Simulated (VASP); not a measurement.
Wanted: the native input for a VASP 6.6.1 run.

```
Task                   : single point
Functional             : PBE
Potentials or basis    : VASP PAW PBE potentials, release 64 (Ga_d, Ge_d, O)
Cutoff                 : 520 eV
k mesh                 : 8 × 8 × 2
Occupations            : gaussian, width 0.2 eV
Spin                   : no spin polarisation
Dipole correction      : no
Further INCAR settings : ALGO = Normal; EDIFF = 1e-06; NBANDS = 45
```

The structure of Ga2Ge2O3 lies in POSCAR:

```
Ga2Ge2O3
1.0
    3.0242750632     -0.0106127477     -0.0104737949
   -1.5015419717      2.6848443324     -0.0042974280
   -0.1094236148     -0.1371184954     14.3996742994
Ga Ge O
2 2 3
Direct
    0.1898595167      0.0613947442      0.0999932494
    0.5153211038      0.7369361729      0.8858139699
    0.5516115112      0.8753582267      0.4522592586
    0.8597796885      0.4743668641      0.6110333049
    0.8634015294      0.4038485712      0.1470433594
    0.8411892796      0.3943089937      0.8308049767
    0.1788373707      0.0537864269      0.9730518809
```

One way to write it, as run:

INCAR

```
  PREC = Accurate
  ENCUT = 520
  EDIFF = 1E-6
  ISMEAR = 0
  SIGMA = 0.2
  LREAL = False
  LASPH = True
  NELM = 80
  ALGO = Normal
  ISIF = 2
  LWAVE = False
  LCHARG = False
  GGA = PE
  NBANDS = 45
```

KPOINTS

```
regular mesh
0
Gamma
  8 8 2
```

Potentials or basis: VASP PAW PBE potentials, release 64 (Ga_d, Ge_d, O).

The run is started by

```console
$ cat potpaw_PBE.64/Ga_d/POTCAR potpaw_PBE.64/Ge_d/POTCAR potpaw_PBE.64/O/POTCAR > POTCAR
$ mpirun -np 1 vasp_std > vasp.out
```

Results of the run:

```yaml
Pressure: 0.2 GPa
Largest_force: 0.077 eV/Å
Band_gap_on_the_k_mesh: zero (bands 36 and 37 overlap by 2.86 eV)
```

It took 4.7 min on 1 thread of Intel(R) Xeon(R) Platinum 8488C (Sapphire Rapids), on a shared host, peak memory 0.44 GiB.
